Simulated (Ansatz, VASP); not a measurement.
# Te2Mo in VASP and in Ansatz

```xyz
48
Lattice="7.1205 12.3330 0.0000 14.2409 0.0000 0.0000 1.7801 3.0833 -17.5241" Properties=species:S:1:pos:R:3 pbc="T T T"
Te   12.4608   11.3053   -1.7900
Te    7.1205    2.0555   -1.7900
Te    3.5602    2.0555   -1.7900
Te   16.0210    5.1388   -1.7900
Te   17.8012    8.2220   -1.7900
Te   19.5813   11.3053   -1.7900
Te   14.2409    2.0555   -1.7900
Te   14.2409    8.2220   -1.7900
Te   16.0210   11.3053   -1.7900
Te   10.6807    2.0555   -1.7900
Te    8.9006    5.1388   -1.7900
Te   10.6807    8.2220   -1.7900
Te    5.3403    5.1388   -1.7900
Te    7.1205    8.2220   -1.7900
Te    8.9006   11.3053   -1.7900
Te   12.4608    5.1388   -1.7900
Te   12.4608   11.3053  -15.7341
Te   14.2409   14.3885  -15.7341
Te   10.6807   14.3885  -15.7341
Te   16.0210    5.1388  -15.7341
Te   17.8012    8.2220  -15.7341
Te   19.5813   11.3053  -15.7341
Te   21.3614   14.3885  -15.7341
Te   14.2409    8.2220  -15.7341
Te   16.0210   11.3053  -15.7341
Te   17.8012   14.3885  -15.7341
Te    8.9006    5.1388  -15.7341
Te   10.6807    8.2220  -15.7341
Te    5.3403    5.1388  -15.7341
Te    7.1205    8.2220  -15.7341
Te    8.9006   11.3053  -15.7341
Te   12.4608    5.1388  -15.7341
Mo   10.6807    6.1665    0.0000
Mo   12.4608    9.2498    0.0000
Mo    8.9006    9.2498    0.0000
Mo    0.0000    0.0000    0.0000
Mo    1.7801    3.0833    0.0000
Mo    3.5602    6.1665    0.0000
Mo    5.3403    9.2498    0.0000
Mo   12.4608    3.0833    0.0000
Mo   14.2409    6.1665    0.0000
Mo   16.0210    9.2498    0.0000
Mo    7.1205    0.0000    0.0000
Mo    8.9006    3.0833    0.0000
Mo    3.5602    0.0000    0.0000
Mo    5.3403    3.0833    0.0000
Mo    7.1205    6.1665    0.0000
Mo   10.6807    0.0000    0.0000
```

Alike in both runs: task single point; functional PBE; k mesh 1 × 1 × 1; occupations gaussian, width 0.05 eV; no spin polarisation.

```csv
,VASP,Ansatz
version,VASP 6.6.1,Ansatz 0.2.0
potentials or method,"VASP PAW PBE potentials, release 64 (Te, Mo_sv), cutoff 520 eV","scalar-relativistic, plane waves, PAW"
valence electrons in the cell,416,736
```

VASP gave:

```
gap on the k mesh at the Fermi level (eV) : 1.70
rms of the force components (eV/Å)        : 0.113
```

Task: Which values does Ansatz return?

Result: gap on the k mesh at the Fermi level (eV): 1.70; rms of the force components (eV/Å): 0.107.

Atom by atom the forces differ by 0.006 eV/Å (rms over components). With one functional, cell and mesh, what is left measures potentials, basis and numerics. VASP's potentials hold 416 valence electrons a cell and Ansatz's 736, so a difference there can come from the potentials and not from the codes.

Neither program's run includes spin-orbit coupling.
